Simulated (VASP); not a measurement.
Input of a VASP 6.6.1 run:

The input INCAR:

```
PREC     = Accurate       # precision mode
ENCUT    = 520            # plane-wave cutoff, eV
EDIFF    = 1E-7           # SCF threshold, eV
ISMEAR   = -1             # smearing method
SIGMA    = 0.03           # smearing width, eV
LREAL    = F              # projectors in reciprocal space
LASPH    = T              # aspherical terms in the spheres
NELM     = 60             # most SCF steps
ALGO     = Normal         # electronic algorithm
ISIF     = 2              # what is computed and relaxed
LWAVE    = F              # write WAVECAR
LCHARG   = F              # write CHGCAR
GGA      = PE             # functional
NBANDS   = 17             # bands
```

The input KPOINTS:

```
regular mesh
0
Gamma
  10 10 10
```

The input POSCAR:

```
TePb
1.0
    0.0000000000      3.1998810708      3.1998810708
    3.1998810708      0.0000000000      3.1998810708
    3.1998810708      3.1998810708      0.0000000000
Te Pb
1 1
Direct
    0.5000000000      0.5000000000      0.5000000000
    0.0000000000      0.0000000000      0.0000000000
```

Potentials or basis: VASP PAW PBE potentials, release 64 (Te, Pb_d).

Run with:

```console
$ cat potpaw_PBE.64/Te/POTCAR potpaw_PBE.64/Pb_d/POTCAR > POTCAR
$ mpirun -np 1 vasp_std > vasp.out
```

Problem. Estimate the band gap on the k mesh.

Solution. 0.67 eV, direct.

Problem. Estimate the pressure.

Solution. 3.6 GPa.

Caveat: spin-orbit coupling is left out, which moves the levels of the heavy elements. A k mesh can miss the band edges.
